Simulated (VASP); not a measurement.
# Li (Pm-3m) in VASP: further runs, part 2 of 2

VASP 6.6.1. The steps go on from the part before.

## 6. Single point, PBEsol (22.77 Å³/atom)

This run uses another cell than the first one, of 22.77 Å³/atom.

INCAR reads:

```
SYSTEM = Li
ALGO = Normal
EDIFF = 1E-7
ENCUT = 520
GGA = PS
ISIF = 2
ISMEAR = -1
LASPH = .TRUE.
LCHARG = .FALSE.
LREAL = .FALSE.
LWAVE = .FALSE.
NBANDS = 8
NELM = 80
PREC = Accurate
SIGMA = 0.1
```

KPOINTS reads:

```
k-points
0
G
  13 13 13
  0 0 0
```

POSCAR reads:

```
Li
1.0
    2.8344707909      0.0000000000      0.0000000000
    0.0000000000      2.8344707909      0.0000000000
    0.0000000000      0.0000000000      2.8344707909
Li
1
Direct
    0.0000000000      0.0000000000      0.0000000000
```

Potentials or basis: VASP PAW PBE potentials, release 64 (Li_sv).

Launch:

```sh
> cat potpaw_PBE.64/Li_sv/POTCAR > POTCAR
> mpirun -np 1 vasp_std > vasp.out
```

OUTCAR:

```text
SYSTEM = Li
   EDIFF = 1E-7
   ENCUT = 520
   GGA = PS
   ISIF = 2
   ISMEAR = -1
   LASPH = .TRUE.
   LREAL = .FALSE.
   NELM = 80
   PREC = Accurate

 ion  position               nearest neighbor table
   1  0.000  0.000  0.000-

  LATTYP: Found a simple cubic cell.
 ALAT       =     2.8344707909

  Lattice vectors:

 A1 = (   2.8344707909,   0.0000000000,   0.0000000000)
 A2 = (   0.0000000000,   2.8344707909,   0.0000000000)
 A3 = (   0.0000000000,   0.0000000000,   2.8344707909)

Analysis of symmetry for initial positions (statically):
=====================================================================
 Subroutine PRICEL returns:
 Original cell was already a primitive cell.

 Routine SETGRP: Setting up the symmetry group for a
 simple cubic supercell.

 Subroutine GETGRP returns: Found 48 space group operations
 (whereof 48 operations were pure point group operations)
 out of a pool of 48 trial point group operations.

The static configuration has the point symmetry O_h .

Analysis of symmetry for dynamics (positions and initial velocities):
=====================================================================
 Subroutine PRICEL returns:
 Original cell was already a primitive cell.

 Routine SETGRP: Setting up the symmetry group for a
 simple cubic supercell.

 Subroutine GETGRP returns: Found 48 space group operations
 (whereof 48 operations were pure point group operations)
 out of a pool of 48 trial point group operations.

The dynamic configuration has the point symmetry O_h .

 Subroutine INISYM returns: Found 48 space group operations
 (whereof 48 operations are pure point group operations),
 and found     1 'primitive' translations

----------------------------------------------------------------------------------------

                                     Primitive cell

  volume of cell :      22.7728

  direct lattice vectors                    reciprocal lattice vectors
     2.834470791  0.000000000  0.000000000     0.352799543  0.000000000  0.000000000
     0.000000000  2.834470791  0.000000000     0.000000000  0.352799543  0.000000000
     0.000000000  0.000000000  2.834470791     0.000000000  0.000000000  0.352799543

  length of vectors
     2.834470791  2.834470791  2.834470791     0.352799543  0.352799543  0.352799543

  position of ions in fractional coordinates (direct lattice)
     0.000000000  0.000000000  0.000000000

  ion indices of the primitive-cell ions
   primitive index   ion index
                 1           1

----------------------------------------------------------------------------------------

 KPOINTS: k-points

Automatic generation of k-mesh.
 Grid dimensions read from file:
 generate k-points for:   13   13   13

 Generating k-lattice:

  Cartesian coordinates                     Fractional coordinates (reciprocal lattice)
     0.027138426  0.000000000  0.000000000     0.076923077  0.000000000  0.000000000
     0.000000000  0.027138426  0.000000000     0.000000000  0.076923077  0.000000000
     0.000000000  0.000000000  0.027138426     0.000000000  0.000000000  0.076923077

  Length of vectors
     0.027138426  0.027138426  0.027138426

  Shift w.r.t. Gamma in fractional coordinates (k-lattice)
     0.000000000  0.000000000  0.000000000

 Subroutine IBZKPT returns following result:
 ===========================================

 Found     84 irreducible k-points:

 Following reciprocal coordinates:
            Coordinates               Weight
  0.000000  0.000000  0.000000      1.000000
  0.076923  0.000000  0.000000      6.000000
  0.153846  0.000000  0.000000      6.000000
  0.230769  0.000000  0.000000      6.000000
  0.307692  0.000000  0.000000      6.000000
  0.384615  0.000000  0.000000      6.000000
[... 16 lines left out ...]
  0.307692  0.307692  0.000000     12.000000
  0.384615  0.307692  0.000000     24.000000
 [... further k-points ...]
   k-points           NKPTS =     84   k-points in BZ     NKDIM =     84   number of bands    NBANDS=      8
   number of dos      NEDOS =    301   number of ions     NIONS =      1
   total plane-waves  NPLWV =  13824
   dimension x,y,z NGX =    24 NGY =   24 NGZ =   24
   dimension x,y,z NGXF=    48 NGYF=   48 NGZF=   48
   ions per type =               1
   NGX,Y,Z   is equivalent  to a cutoff of  14.08, 14.08, 14.08 a.u.
   NGXF,Y,Z  is equivalent  to a cutoff of  28.15, 28.15, 28.15 a.u.
 SYSTEM =  Li
   PREC   = accura    normal or accurate (medium, high low for compatibility)
   ISTART =      0    job   : 0-new  1-cont  2-samecut
   ICHARG =      2    charge: 1-file 2-atom 10-const
   ISPIN  =      1    spin polarized calculation?
   LNONCOLLINEAR =      F non collinear calculations
   LSORBIT =      F    spin-orbit coupling
   LASPH  =      T    aspherical Exc in radial PAW
   ENCUT  =  520.0 eV  38.22 Ry    6.18 a.u.   5.27  5.27  5.27*2*pi/ulx,y,z
   NELM   =     80;   NELMIN=  2; NELMDL= -5     # of ELM steps
   EDIFF  = 0.1E-06   stopping-criterion for ELM
   LREAL  =      F    real-space projection
   EDIFFG = 0.1E-05   stopping-criterion for IOM
   NSW    =      0    number of steps for IOM
   IBRION =     -1    ionic relax: 0-MD 1-quasi-New 2-CG
   NFREE  =      0    steps in history (QN), initial steepest desc. (CG)
   ISIF   =      2    stress and relaxation
   ISYM   =      2    0-nonsym 1-usesym 2-fastsym
   POTIM  = 0.5000    time-step for ionic-motion
   TEBEG  =    0.0;   TEEND  =   0.0 temperature during run
   PSTRESS=    0.0 pullay stress
   NELECT =       3.0000    total number of electrons
   NUPDOWN=      -1.0000    fix difference up-down
   EMIN   =  10.00;   EMAX   =-10.00  energy-range for DOS
   EFERMI =   0.00;   METHOD = LEGACY
   ISMEAR =    -1;   SIGMA  =   0.10  broadening in eV -4-tet -1-fermi 0-gaus
   EFERMI_NEDOS =   21; number of points for ismear=-14 and -15
   IALGO  =     38    algorithm
   IMIX   =      4    mixing-type and parameters
     AMIX     =   0.40;   BMIX     =  1.00
     AMIX_MAG =   1.60;   BMIX_MAG =  1.00
  volume/ion in A,a.u.               =      22.77       153.68
  Fermi-wavevector in a.u.,A,eV,Ry     =   0.832997  1.574135  9.440857  0.693883
  Thomas-Fermi vector in A             =   1.946146
   LORBIT       =      0    0 simple, 1 ext, 2 COOP (PROOUT), +10 PAW based schemes
   GGA     = PS    functional components
   LHFCALC =     F    Hartree Fock is set to
   AEXX    =    0.0000 exact exchange contribution
   IVDW    =     0    specifies the selected vdW correction
   LEPSILON=     F    determine dielectric tensor
   LRPA    =     F    only Hartree local field effects (RPA)
 non-spin polarized calculation
  energy-cutoff  :      520.00
  volume of cell :       22.77
 maximum number of plane-waves:       627
 NGX is ok and might be reduce to    24
   NGX = 11   NGY = 11   NGZ = 11

 number of electron       2.9999997 magnetization

 Free energy of the ion-electron system (eV)
  ---------------------------------------------------
  ext. energy  EPLUGINS =         0.00000000
  ---------------------------------------------------
  free energy    TOTEN  =        -1.84565525 eV

  energy without entropy =       -1.83325983  energy(sigma->0) =       -1.83945754

 E-fermi :   0.2977     XC(G=0):  -6.7379

 val. band max:        0.1717532776   @ k =   0.3846   0.2308   0.1538
 cond. band min:       0.3904145792   @ k =   0.4615   0.1538   0.1538
 fundamental gap:      0.2186613017
 Fermi energy:         0.2977165209

 k-point     1 :       0.0000    0.0000    0.0000
  band No.  band energies     occupation
      1     -46.0495      2.00000
      2      -3.0547      2.00000
      3      11.3896      0.00000
      4      11.3896      0.00000
      5      11.3896      0.00000
      6      13.6382      0.00000
      7      13.6382      0.00000
      8      19.1973      0.00000
[... 243 lines left out ...]
 k-point    24 :       0.3846    0.3077    0.0000
  band No.  band energies     occupation
      1     -46.0268      2.00000
      2       0.4281      0.42696
      3       3.8164      0.00000
      4       7.8880      0.00000
      5      10.8884      0.00000
      6      14.8310      0.00000
      7      19.5882      0.00000
      8      21.4386      0.00000

 [... further k-points ...]

------------------------ aborting loop because EDIFF is reached ----------------------------------------

  FORCE on cell =-STRESS in cart. coord.  units (eV):
  Direction    XX          YY          ZZ          XY          YZ          ZX
  --------------------------------------------------------------------------------------
  -------------------------------------------------------------------------------------
  Total       -0.1735053     -0.1735053     -0.1735053     -0.0000000      0.0000000     -0.0000000
  in kB      -12.2069539    -12.2069539    -12.2069539     -0.0000000      0.0000000     -0.0000000
  external PRESSURE =     -12.2069539 kB  Pullay stress =       0.0000000 kB

 VOLUME and BASIS-vectors are now :
 -----------------------------------------------------------------------------
  energy-cutoff  :      520.00
  volume of cell :       22.77
      direct lattice vectors                 reciprocal lattice vectors
     2.834470791  0.000000000  0.000000000     0.352799543  0.000000000  0.000000000
     0.000000000  2.834470791  0.000000000     0.000000000  0.352799543  0.000000000
     0.000000000  0.000000000  2.834470791     0.000000000  0.000000000  0.352799543

 POSITION                                       TOTAL-FORCE (eV/Angst)
 -----------------------------------------------------------------------------------
      0.00000      0.00000      0.00000         0.000000      0.000000      0.000000
 -----------------------------------------------------------------------------------
    total drift:                                0.000000     -0.000000      0.000000

  FREE ENERGIE OF THE ION-ELECTRON SYSTEM (eV)
  ---------------------------------------------------
  free  energy   TOTEN  =        -1.8456552451 eV

  energy  without entropy=       -1.8332598281  energy(sigma->0) =       -1.83945754
```

OSZICAR:

```text
N       E                     dE             d eps       ncg     rms          rms(c)
DAV:   1    -0.188111973170E+00   -0.18811E+00   -0.70356E+02  1368   0.256E+02
DAV:   2    -0.182473311090E+01   -0.16366E+01   -0.16163E+01  1928   0.335E+01
DAV:   3    -0.184929750381E+01   -0.24564E-01   -0.24556E-01  1512   0.314E+00
DAV:   4    -0.184969547136E+01   -0.39797E-03   -0.39796E-03  2040   0.348E-01
DAV:   5    -0.184969664571E+01   -0.11744E-05   -0.11743E-05  1536   0.143E-02    0.471E-01
DAV:   6    -0.184710666935E+01    0.25900E-02   -0.79910E-04  1920   0.121E-01    0.266E-01
DAV:   7    -0.184565843353E+01    0.14482E-02   -0.19643E-03  1920   0.190E-01    0.390E-02
DAV:   8    -0.184565542906E+01    0.30045E-05   -0.77684E-05  1592   0.572E-02    0.271E-03
DAV:   9    -0.184565544856E+01   -0.19502E-07   -0.19673E-06  2072   0.113E-02    0.617E-04
DAV:  10    -0.184565528004E+01    0.16852E-06   -0.13814E-07  1640   0.216E-03    0.425E-04
DAV:  11    -0.184565524509E+01    0.34952E-07   -0.62422E-09   808   0.700E-04
   1 F= -.18456552E+01 E0= -.18394575E+01  d E =-.123954E-01
```

stdout:

```text
POSCAR found type information on POSCAR Li
 POSCAR found :  1 types and       1 ions
 scaLAPACK will be used
 -----------------------------------------------------------------------------
|                                                                             |
|                                                                             |
|     You enforced a specific xc type in the INCAR file but a different       |
|     I HOPE YOU KNOW WHAT YOU ARE DOING!                                     |
|                                                                             |
 -----------------------------------------------------------------------------

 LDA part: xc-table for (Slater+PW92), standard interpolation
 POSCAR, INCAR and KPOINTS ok, starting setup
 FFT: planning ... GRIDC
 FFT: planning ... GRID_SOFT
 FFT: planning ... GRID
 WAVECAR not read
 entering main loop
```

Run time: 11 s. Hardware: 1 thread of Intel Xeon 8259CL, shared host; peak memory 0.13 GiB.

What came out:

```
Free energy            : -1.8457 eV
Band gap on the k mesh : zero (an odd number of electrons rules out a gap without spin polarisation)
```

Caveat: the cutoff is under 1.25 times the usual one of these potentials, so pressure, stress and relaxed cells hold a basis-set (Pulay) error; the PAW data sets were made with another functional, which shifts forces and pressure a little.

## 7. Single point, PBEsol

This run uses another cell than the first one, of 20.33 Å³/atom.

INCAR reads:

```
PREC = Accurate
ENCUT = 520
EDIFF = 1E-6
ISMEAR = -1
SIGMA = 0.1
LREAL = False
LASPH = True
NELM = 100
ALGO = Normal
ISIF = 2
LWAVE = False
LCHARG = False
GGA = PS
NBANDS = 8
```

KPOINTS reads:

```
regular mesh
0
Gamma
  19 19 19
```

POSCAR reads:

```
Li
1.0
    2.7293924031      0.0000000000      0.0000000000
    0.0000000000      2.7293924031      0.0000000000
    0.0000000000      0.0000000000      2.7293924031
Li
1
Direct
    0.0000000000      0.0000000000      0.0000000000
```

Potentials or basis: VASP PAW PBE potentials, release 64 (Li_sv).

Launch:

```sh
> cat potpaw_PBE.64/Li_sv/POTCAR > POTCAR
> mpirun -np 1 vasp_std > vasp.out
```

OUTCAR:

```text
PREC = Accurate
   ENCUT = 520
   EDIFF = 1E-6
   ISMEAR = -1
   LREAL = False
   LASPH = True
   NELM = 100
   ISIF = 2
   GGA = PS

 ion  position               nearest neighbor table
   1  0.000  0.000  0.000-

  LATTYP: Found a simple cubic cell.
 ALAT       =     2.7293924031

  Lattice vectors:

 A1 = (   2.7293924031,   0.0000000000,   0.0000000000)
 A2 = (   0.0000000000,   2.7293924031,   0.0000000000)
 A3 = (   0.0000000000,   0.0000000000,   2.7293924031)

Analysis of symmetry for initial positions (statically):
=====================================================================
 Subroutine PRICEL returns:
 Original cell was already a primitive cell.

 Routine SETGRP: Setting up the symmetry group for a
 simple cubic supercell.

 Subroutine GETGRP returns: Found 48 space group operations
 (whereof 48 operations were pure point group operations)
 out of a pool of 48 trial point group operations.

The static configuration has the point symmetry O_h .

Analysis of symmetry for dynamics (positions and initial velocities):
=====================================================================
 Subroutine PRICEL returns:
 Original cell was already a primitive cell.

 Routine SETGRP: Setting up the symmetry group for a
 simple cubic supercell.

 Subroutine GETGRP returns: Found 48 space group operations
 (whereof 48 operations were pure point group operations)
 out of a pool of 48 trial point group operations.

The dynamic configuration has the point symmetry O_h .

 Subroutine INISYM returns: Found 48 space group operations
 (whereof 48 operations are pure point group operations),
 and found     1 'primitive' translations

[... 109 lines left out ...]
   IALGO  =     38    algorithm
   IMIX   =      4    mixing-type and parameters
     AMIX     =   0.40;   BMIX     =  1.00
     AMIX_MAG =   1.60;   BMIX_MAG =  1.00
  volume/ion in A,a.u.               =      20.33       137.21
  Fermi-wavevector in a.u.,A,eV,Ry     =   0.865066  1.634738 10.181774  0.748339
  Thomas-Fermi vector in A             =   1.983255
   LORBIT       =      0    0 simple, 1 ext, 2 COOP (PROOUT), +10 PAW based schemes
   GGA     = PS    functional components
   LHFCALC =     F    Hartree Fock is set to
   AEXX    =    0.0000 exact exchange contribution
   IVDW    =     0    specifies the selected vdW correction
   LEPSILON=     F    determine dielectric tensor
   LRPA    =     F    only Hartree local field effects (RPA)
 non-spin polarized calculation
  energy-cutoff  :      520.00
  volume of cell :       20.33
 maximum number of plane-waves:       559
   NGX = 11   NGY = 11   NGZ = 11

 number of electron       3.0000008 magnetization

 Free energy of the ion-electron system (eV)
  ---------------------------------------------------
  ext. energy  EPLUGINS =         0.00000000
  ---------------------------------------------------
  free energy    TOTEN  =        -1.85347820 eV

  energy without entropy =       -1.84068656  energy(sigma->0) =       -1.84708238

 E-fermi :   0.5854     XC(G=0):  -7.0084

 val. band max:        0.5459361996   @ k =   0.3158   0.3158   0.1579
 cond. band min:       0.5973316629   @ k =   0.3684   0.2632   0.1579
 fundamental gap:      0.0513954633
 Fermi energy:         0.5854387691

 k-point     1 :       0.0000    0.0000    0.0000
  band No.  band energies     occupation
      1     -45.5845      2.00000
      2      -2.8989      2.00000
      3      12.5760      0.00000
      4      12.5760      0.00000
      5      12.5760      0.00000
      6      14.9313      0.00000
      7      14.9313      0.00000
      8      21.1955      0.00000
[... 243 lines left out ...]
 k-point    24 :       0.3158    0.1053    0.0000
  band No.  band energies     occupation
      1     -45.5666      2.00000
      2      -1.2809      2.00000
      3       5.1758      0.00000
      4      12.3507      0.00000
      5      14.4118      0.00000
      6      18.0250      0.00000
      7      18.8299      0.00000
      8      22.3852      0.00000

 [... further k-points ...]

------------------------ aborting loop because EDIFF is reached ----------------------------------------

  FORCE on cell =-STRESS in cart. coord.  units (eV):
  Direction    XX          YY          ZZ          XY          YZ          ZX
  --------------------------------------------------------------------------------------
  -------------------------------------------------------------------------------------
  Total       -0.0081362     -0.0081362     -0.0081362      0.0000000     -0.0000000      0.0000000
  in kB       -0.6411101     -0.6411101     -0.6411101      0.0000000     -0.0000000      0.0000000
  external PRESSURE =      -0.6411101 kB  Pullay stress =       0.0000000 kB

 VOLUME and BASIS-vectors are now :
 -----------------------------------------------------------------------------
  energy-cutoff  :      520.00
  volume of cell :       20.33
      direct lattice vectors                 reciprocal lattice vectors
     2.729392403  0.000000000  0.000000000     0.366381909  0.000000000  0.000000000
     0.000000000  2.729392403  0.000000000     0.000000000  0.366381909  0.000000000
     0.000000000  0.000000000  2.729392403     0.000000000  0.000000000  0.366381909

 POSITION                                       TOTAL-FORCE (eV/Angst)
 -----------------------------------------------------------------------------------
      0.00000      0.00000      0.00000         0.000000      0.000000      0.000000
 -----------------------------------------------------------------------------------
    total drift:                               -0.000000      0.000000      0.000000

  FREE ENERGIE OF THE ION-ELECTRON SYSTEM (eV)
  ---------------------------------------------------
  free  energy   TOTEN  =        -1.8534782000 eV

  energy  without entropy=       -1.8406865583  energy(sigma->0) =       -1.84708238
```

stdout:

```text
POSCAR found type information on POSCAR Li
 POSCAR found :  1 types and       1 ions
 scaLAPACK will be used
 -----------------------------------------------------------------------------
|                                                                             |
|                                                                             |
|     You enforced a specific xc type in the INCAR file but a different       |
|     I HOPE YOU KNOW WHAT YOU ARE DOING!                                     |
|                                                                             |
 -----------------------------------------------------------------------------

 LDA part: xc-table for (Slater+PW92), standard interpolation
 POSCAR, INCAR and KPOINTS ok, starting setup
 FFT: planning ... GRIDC
 FFT: planning ... GRID_SOFT
 FFT: planning ... GRID
 WAVECAR not read
 entering main loop
```

Run time: 26 s. Hardware: 1 thread of Intel Xeon 8259CL, shared host; peak memory 0.14 GiB.

What came out:

```yaml
Free_energy: -1.8535 eV
Band_gap_on_the_k_mesh: zero (an odd number of electrons rules out a gap without spin polarisation)
```

Levels at points of the mesh, in eV from the Fermi level:
```csv
k point,band 1,band 2,band 3,band 4,band 5,band 6
"(0.00, 0.00, 0.00)",-46.17,-3.48,11.99,11.99,11.99,14.35
```

Caveat: the cutoff is under 1.25 times the usual one of these potentials, so pressure, stress and relaxed cells hold a basis-set (Pulay) error; the PAW data sets were made with another functional, which shifts forces and pressure a little.

## 8. Summary

```csv
cell,k mesh,gap on the mesh (eV)
"a = 2.693 Å, 1 atom",13 × 13 × 13,none
"a = 2.729 Å, 1 atom",13 × 13 × 13,none
"a = 2.765 Å, 1 atom",13 × 13 × 13,none
"a = 2.800 Å, 1 atom",13 × 13 × 13,none
"a = 2.834 Å, 1 atom",13 × 13 × 13,none
"a = 2.729 Å, 1 atom",19 × 19 × 19,none
```

Alike in all rows: task single point; level PBEsol; potentials or basis VASP PAW PBE potentials, release 64 (Li_sv); no spin polarisation; cutoff (eV) 520; smearing fermi-dirac 0.1 eV.

Caveats: the cutoff is under 1.25 times the usual one of these potentials, so pressure, stress and relaxed cells hold a basis-set (Pulay) error; the PAW data sets were made with another functional, which shifts forces and pressure a little.

Absolute energies hang on the potentials; compare differences alone.
